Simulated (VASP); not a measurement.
# AlN (Cm) in VASP: single point with PBEsol

Aim: the single point of AlN with PBEsol.

Everything below comes from runs of VASP 6.6.1. Logs are shortened: lines on timing, memory, paths and dates and some standing lists are left out, and cuts for length are marked.

### Step 1. The cell of the first run

Symmetry: Cm, No. 8, monoclinic system. Conventional cell: a = 4.954 Å, b = 2.860 Å, c = 14.230 Å, α = 90.00°, β = 100.02°, γ = 90.00°. Within 2.7 Å of Al (site symmetry m) lie 6 N at 2.02 Å. Within 2.7 Å of Al (site symmetry m) lie 6 N at 2.02 Å and 1 Al at 2.48 Å. Al (site symmetry m) has 6 N at 2.02 Å within 2.7 Å. Within 2.7 Å of Al (site symmetry m) lie 6 N at 2.02 Å. Al (site symmetry m) has 6 N at 2.02 Å within 2.7 Å. Within 1.9 Å of Al (site symmetry m) lie 1 N at 1.43 Å. N (site symmetry m) has 6 Al at 2.02 Å within 2.7 Å. Within 2.7 Å of N (site symmetry m) lie 6 Al at 2.02 Å.

### Step 2. Single point, PBEsol (the part above a cut slid along it)

Input file INCAR:

```
SYSTEM = AlN
ALGO     = Normal         ! electronic algorithm
EDIFF    = 1E-6           ! SCF threshold, eV
ENCUT    = 520            ! plane-wave cutoff, eV
GGA      = PS             ! functional
ISIF     = 2              ! what is computed and relaxed
ISMEAR   = 0              ! smearing method
ISYM     = 0            
LASPH    = .True.         ! aspherical terms in the spheres
LCHARG   = .True.         ! write CHGCAR
LELF     = .True.         ! ELF
LREAL    = .False.        ! projectors in reciprocal space
LVHAR    = .True.       
LWAVE    = .False.        ! write WAVECAR
NBANDS   = 36             ! bands
NELM     = 100            ! most SCF steps
PREC     = Accurate       ! precision mode
SIGMA    = 0.05           ! smearing width, eV
```

Input file KPOINTS:

```
k-points
0
Gamma
  9 9 2
  0 0 0
```

Input file POSCAR:

```
AlN
1.0
    2.0226209166     -2.0226209166      0.0000000000
    2.0226209166      0.0000000000     -2.0226209166
    9.1017941247      7.0791732081      8.0904836664
Al N
6 6
Direct
    0.5208333333      0.6666666667      0.2916666667
   -0.0625000000      0.0000000000      0.1250000000
    0.1041666667      0.3333333333      0.4583333333
    0.2708333333      0.6666666667      0.7916666667
    0.6875000000      1.0000000000      0.6250000000
   -0.1458333333      0.3333333333      0.9583333333
    0.8125000000      0.0000000000      0.3750000000
    0.2291666667      0.3333333333      0.2083333333
    0.3958333333      0.6666666667      0.5416666667
    0.5625000000      1.0000000000      0.8750000000
   -0.0208333333      0.3333333333      0.7083333333
    0.6458333333      0.6666666667      0.0416666667
```

Potentials or basis: VASP PAW PBE potentials, release 64 (Al, N).

The run is started by

```
cat potpaw_PBE.64/Al/POTCAR potpaw_PBE.64/N/POTCAR > POTCAR
mpirun -np 1 vasp_std > vasp.out
```

OUTCAR:

```text
SYSTEM = AlN
   EDIFF = 1E-6
   ENCUT = 520
   GGA = PS
   ISIF = 2
   ISMEAR = 0
   ISYM = 0
   LASPH = .True.
   LREAL = .False.
   NELM = 100
   PREC = Accurate

 ion  position               nearest neighbor table
   1  0.521  0.667  0.292-   7 2.02   7 2.02   7 2.02   8 2.02   8 2.02   8 2.02   3 2.86   3 2.86
                             3 2.86   2 2.86   2 2.86   2 2.86
   2  0.938  0.000  0.125-  12 2.02   8 2.02  12 2.02   8 2.02   8 2.02  12 2.02   6 2.48   1 2.86
                             1 2.86   1 2.86   6 3.20   6 3.20
   3  0.104  0.333  0.458-   7 2.02   7 2.02   7 2.02   9 2.02   9 2.02   9 2.02   1 2.86   1 2.86
                             1 2.86   5 2.86   5 2.86   5 2.86
   4  0.271  0.667  0.792-  10 2.02  10 2.02  10 2.02  11 2.02  11 2.02  11 2.02   6 2.86   6 2.86
                             6 2.86   5 2.86   5 2.86   5 2.86
   5  0.688  0.000  0.625-   9 2.02  11 2.02  11 2.02   9 2.02  11 2.02   9 2.02   3 2.86   4 2.86
                             3 2.86   4 2.86   3 2.86   4 2.86
   6  0.854  0.333  0.958-  12 1.43  10 2.02  10 2.02  10 2.02  12 2.48  12 2.48   2 2.48   4 2.86
                             4 2.86   4 2.86   2 3.20   2 3.20
   7  0.812  0.000  0.375-   1 2.02   3 2.02   3 2.02   1 2.02   3 2.02   1 2.02
   8  0.229  0.333  0.208-   2 2.02   2 2.02   2 2.02   1 2.02   1 2.02   1 2.02
   9  0.396  0.667  0.542-   5 2.02   5 2.02   5 2.02   3 2.02   3 2.02   3 2.02
  10  0.562  0.000  0.875-   4 2.02   6 2.02   6 2.02   4 2.02   6 2.02   4 2.02
  11  0.979  0.333  0.708-   5 2.02   5 2.02   5 2.02   4 2.02   4 2.02   4 2.02
  12  0.646  0.667  0.042-   6 1.43   2 2.02   2 2.02   2 2.02   6 2.48   6 2.48

IMPORTANT INFORMATION: All symmetrisations will be switched off!
NOSYMM: (Re-)initialisation of all symmetry stuff for point group C_1.

----------------------------------------------------------------------------------------

                                     Primitive cell

  volume of cell :      99.2944

  direct lattice vectors                    reciprocal lattice vectors
     2.022620917 -2.022620917  0.000000000     0.144202339 -0.350205680  0.144202339
     2.022620917  0.000000000 -2.022620917     0.164802673  0.164802673 -0.329605346
     9.101794125  7.079173208  8.090483666     0.041200668  0.041200668  0.041200668

  length of vectors
     2.860417932  2.860417932 14.085924732     0.405256274  0.403682457  0.071361651

  position of ions in fractional coordinates (direct lattice)
     0.520833333  0.666666667  0.291666667
     0.937500000  1.000000000  0.125000000
     0.104166667  0.333333333  0.458333333
     0.270833333  0.666666667  0.791666667
     0.687500000  1.000000000  0.625000000
     0.854166667  0.333333333  0.958333333
     0.812500000  1.000000000  0.375000000
     0.229166667  0.333333333  0.208333333
     0.395833333  0.666666667  0.541666667
     0.562500000  1.000000000  0.875000000
     0.979166667  0.333333333  0.708333333
     0.645833333  0.666666667  0.041666667

  ion indices of the primitive-cell ions
   primitive index   ion index
                 1           1
                 2           2
                 3           3
                 4           4
                 5           5
                 6           6
                 7           7
                 8           8
                 9           9
                10          10
                11          11
                12          12

----------------------------------------------------------------------------------------

 KPOINTS: k-points

Automatic generation of k-mesh.
 Grid dimensions read from file:
 generate k-points for:    9    9    2

 Generating k-lattice:

  Cartesian coordinates                     Fractional coordinates (reciprocal lattice)
     0.016022482 -0.038911742  0.016022482     0.111111111  0.000000000 -0.000000000
     0.018311408  0.018311408 -0.036622816     0.000000000  0.111111111  0.000000000
     0.020600334  0.020600334  0.020600334     0.000000000  0.000000000  0.500000000

  Length of vectors
     0.045028475  0.044853606  0.035680825

  Shift w.r.t. Gamma in fractional coordinates (k-lattice)
     0.000000000  0.000000000  0.000000000

 -----------------------------------------------------------------------------
|                                                                             |
|           W    W    AA    RRRRR   N    N  II  N    N   GGGG   !!!           |
|           W    W   A  A   R    R  NN   N  II  NN   N  G    G  !!!           |
|           W    W  A    A  R    R  N N  N  II  N N  N  G       !!!           |
|           W WW W  AAAAAA  RRRRR   N  N N  II  N  N N  G  GGG   !            |
|           WW  WW  A    A  R   R   N   NN  II  N   NN  G    G                |
|           W    W  A    A  R    R  N    N  II  N    N   GGGG   !!!           |
|                                                                             |
|     Your reciprocal lattice and k-lattice belong to different lattice       |
|     classes:                                                                |
|                                                                             |
|        The reciprocal lattice is body-centered orthorhombic,                |
|        whereas your k-lattice is base-centered monoclinic.                  |
|                                                                             |
|     Results are often still useful ...                                      |
|                                                                             |
 -----------------------------------------------------------------------------

 WARNING: IBZKPT: internal override: KBLOWUP is changed to .FALSE.
      ... skipping the blow-up phase ...

 Subroutine IBZKPT returns following result:
 ===========================================

 Found     82 irreducible k-points:

 Following reciprocal coordinates:
            Coordinates               Weight
  0.000000  0.000000  0.000000      1.000000
  0.111111  0.000000  0.000000      2.000000
  0.222222  0.000000 -0.000000      2.000000
  0.333333  0.000000 -0.000000      2.000000
  0.444444  0.000000 -0.000000      2.000000
  0.000000  0.111111  0.000000      2.000000
[... 16 lines left out ...]
 -0.111111  0.222222  0.000000      2.000000
  0.000000  0.333333 -0.000000      2.000000
 [... further k-points ...]
   k-points           NKPTS =     82   k-points in BZ     NKDIM =     82   number of bands    NBANDS=     36
   number of dos      NEDOS =    301   number of ions     NIONS =     12
   total plane-waves  NPLWV =  62208
   dimension x,y,z NGX =    24 NGY =   24 NGZ =  108
   dimension x,y,z NGXF=    48 NGYF=   48 NGZF=  216
   ions per type =               6   6
   NGX,Y,Z   is equivalent  to a cutoff of  13.95, 13.95, 12.75 a.u.
   NGXF,Y,Z  is equivalent  to a cutoff of  27.90, 27.90, 25.49 a.u.
 SYSTEM =  AlN
   PREC   = accura    normal or accurate (medium, high low for compatibility)
   ISTART =      0    job   : 0-new  1-cont  2-samecut
   ICHARG =      2    charge: 1-file 2-atom 10-const
   ISPIN  =      1    spin polarized calculation?
   LNONCOLLINEAR =      F non collinear calculations
   LSORBIT =      F    spin-orbit coupling
   LASPH  =      T    aspherical Exc in radial PAW
   ENCUT  =  520.0 eV  38.22 Ry    6.18 a.u.   5.32  5.32 26.19*2*pi/ulx,y,z
   NELM   =    100;   NELMIN=  2; NELMDL= -5     # of ELM steps
   EDIFF  = 0.1E-05   stopping-criterion for ELM
   LREAL  =      F    real-space projection
   EDIFFG = 0.1E-04   stopping-criterion for IOM
   NSW    =      0    number of steps for IOM
   IBRION =     -1    ionic relax: 0-MD 1-quasi-New 2-CG
   NFREE  =      0    steps in history (QN), initial steepest desc. (CG)
   ISIF   =      2    stress and relaxation
   ISYM   =      0    0-nonsym 1-usesym 2-fastsym
   POTIM  = 0.5000    time-step for ionic-motion
   TEBEG  =    0.0;   TEEND  =   0.0 temperature during run
   PSTRESS=    0.0 pullay stress
   NELECT =      48.0000    total number of electrons
   NUPDOWN=      -1.0000    fix difference up-down
   EMIN   =  10.00;   EMAX   =-10.00  energy-range for DOS
   EFERMI =   0.00;   METHOD = LEGACY
   ISMEAR =     0;   SIGMA  =   0.05  broadening in eV -4-tet -1-fermi 0-gaus
   EFERMI_NEDOS =   21; number of points for ismear=-14 and -15
   IALGO  =     38    algorithm
   IMIX   =      4    mixing-type and parameters
     AMIX     =   0.40;   BMIX     =  1.00
     AMIX_MAG =   1.60;   BMIX_MAG =  1.00
  volume/ion in A,a.u.               =       8.27        55.84
  Fermi-wavevector in a.u.,A,eV,Ry     =   1.284834  2.427984 22.460474  1.650798
  Thomas-Fermi vector in A             =   2.417004
   LORBIT       =      0    0 simple, 1 ext, 2 COOP (PROOUT), +10 PAW based schemes
   GGA     = PS    functional components
   LHFCALC =     F    Hartree Fock is set to
   AEXX    =    0.0000 exact exchange contribution
   IVDW    =     0    specifies the selected vdW correction
   LEPSILON=     F    determine dielectric tensor
   LRPA    =     F    only Hartree local field effects (RPA)
 non-spin polarized calculation
 Gauss-broadening in eV      SIGMA  =   0.05
  energy-cutoff  :      520.00
  volume of cell :       99.29
 maximum number of plane-waves:      2702
 NGX is ok and might be reduce to    24
   NGX = 11   NGY = 11   NGZ = 53

 number of electron      47.9999988 magnetization

 Free energy of the ion-electron system (eV)
  ---------------------------------------------------
  ext. energy  EPLUGINS =         0.00000000
  ---------------------------------------------------
  free energy    TOTEN  =       -88.47942684 eV

  energy without entropy =      -88.47942684  energy(sigma->0) =      -88.47942684

 E-fermi :  10.3080     XC(G=0): -12.4129

 val. band max:       10.0727873488   @ k =   0.0000   0.0000   0.0000
 cond. band min:      13.9306836957   @ k =   0.0000   0.4444  -0.0000
 fundamental gap:      3.8578963469
 Fermi energy:        10.3080315910

 k-point     1 :       0.0000    0.0000    0.0000
  band No.  band energies     occupation
      1      -7.7717      2.00000
      2      -7.1979      2.00000
      3      -7.0514      2.00000
      4      -5.6697      2.00000
      5      -5.5941      2.00000
      6      -4.4079      2.00000
[... 28 lines left out ...]
     35      20.9063      0.00000
     36      21.0463      0.00000

 k-point     2 :       0.1111    0.0000    0.0000
  band No.  band energies     occupation
      1      -7.5479      2.00000
      2      -6.9996      2.00000
      3      -6.8158      2.00000
      4      -5.5450      2.00000
      5      -5.3494      2.00000
      6      -4.2683      2.00000
[... 28 lines left out ...]
     35      20.2131      0.00000
     36      20.6473      0.00000

 k-point     3 :       0.2222    0.0000   -0.0000
  band No.  band energies     occupation
      1      -6.9008      2.00000
      2      -6.4116      2.00000
      3      -6.1542      2.00000
      4      -5.1022      2.00000
      5      -4.7602      2.00000
      6      -3.8954      2.00000
[... 28 lines left out ...]
     35      19.9588      0.00000
     36      20.1749      0.00000
[... 742 lines left out ...]
 k-point    23 :      -0.1111    0.2222    0.0000
  band No.  band energies     occupation
      1      -6.2919      2.00000
      2      -5.7855      2.00000
      3      -5.6323      2.00000
      4      -4.5287      2.00000
      5      -4.4370      2.00000
      6      -3.5813      2.00000
[... 28 lines left out ...]
     35      19.6651      0.00000
     36      20.0284      0.00000

 k-point    24 :       0.0000    0.3333   -0.0000
  band No.  band energies     occupation
      1      -5.9147      2.00000
      2      -5.4382      2.00000
      3      -5.2777      2.00000
      4      -4.3327      2.00000
      5      -4.1541      2.00000
      6      -3.4620      2.00000
[... 28 lines left out ...]
     35      20.2606      0.00000
     36      20.4403      0.00000

 [... further k-points ...]
[... 5 lines left out ...]
  --------------------------------------------------------------------------------------
  -------------------------------------------------------------------------------------
  Total       14.0375554     14.0375101      3.9210193     13.5595619      2.1673607      2.1674195
  in kB      226.5047624    226.5040310     63.2681061    218.7920376     34.9717237     34.9726731
  external PRESSURE =     172.0922998 kB  Pullay stress =       0.0000000 kB

 VOLUME and BASIS-vectors are now :
 -----------------------------------------------------------------------------
  energy-cutoff  :      520.00
  volume of cell :       99.29
      direct lattice vectors                 reciprocal lattice vectors
     2.022620917 -2.022620917  0.000000000     0.144202339 -0.350205680  0.144202339
     2.022620917  0.000000000 -2.022620917     0.164802673  0.164802673 -0.329605346
     9.101794125  7.079173208  8.090483666     0.041200668  0.041200668  0.041200668

 POSITION                                       TOTAL-FORCE (eV/Angst)
 -----------------------------------------------------------------------------------
      5.05655      1.01131      1.01131        -0.103485     -0.103485     -0.102400
      3.03393     -1.01131      1.01131         0.190045      0.190047      0.649405
      5.05655      3.03393      3.03393        -0.098022     -0.098022     -0.098386
      9.10179      5.05655      5.05655        -0.185913     -0.185912     -0.150305
      7.07917      3.03393      5.05655        -0.096555     -0.096554     -0.101760
     11.12442      5.05655      7.07917       -14.332368    -14.332371     -0.737443
      5.05655      1.01131      3.03393         0.098637      0.098632      0.096407
      3.03393      1.01131      1.01131         0.089378      0.089380      0.056370
      7.07917      3.03393      3.03393         0.100210      0.100211      0.093012
      9.10179      5.05655      7.07917         0.076010      0.076013     -1.116747
      9.10179      3.03393      5.05655         0.103030      0.103029      0.050099
      3.03393     -1.01131     -1.01131        14.159034     14.159033      1.361749
 -----------------------------------------------------------------------------------
    total drift:                               -0.000760     -0.000764     -0.000014

  FREE ENERGIE OF THE ION-ELECTRON SYSTEM (eV)
  ---------------------------------------------------
  free  energy   TOTEN  =       -88.4794268436 eV

  energy  without entropy=      -88.4794268436  energy(sigma->0) =      -88.47942684
```

It took 9.8 min on 1 thread of Intel Xeon 8259CL, shared host; peak memory 0.36 GiB.

Results:

```
Free energy            : -88.4794 eV
Pressure               : 17.2 GPa
Largest force          : 20.282 eV/Å
Band gap on the k mesh : 3.86 eV (least direct gap 4.25 eV)
```

Forces in eV/Å, atoms in the order of the input:
```
Al   -0.103  -0.103  -0.102
Al    0.190   0.190   0.649
Al   -0.098  -0.098  -0.098
Al   -0.186  -0.186  -0.150
Al   -0.097  -0.097  -0.102
Al  -14.332 -14.332  -0.737
N     0.099   0.099   0.096
N     0.089   0.089   0.056
N     0.100   0.100   0.093
N     0.076   0.076  -1.117
N     0.103   0.103   0.050
N    14.159  14.159   1.362
```

Caveat: the cell differs from its parent crystal (the part above a cut slid along it); the stress differs along the axes, from 6 to 23 GPa; the PAW data sets were made with another functional, which shifts forces and pressure a little.
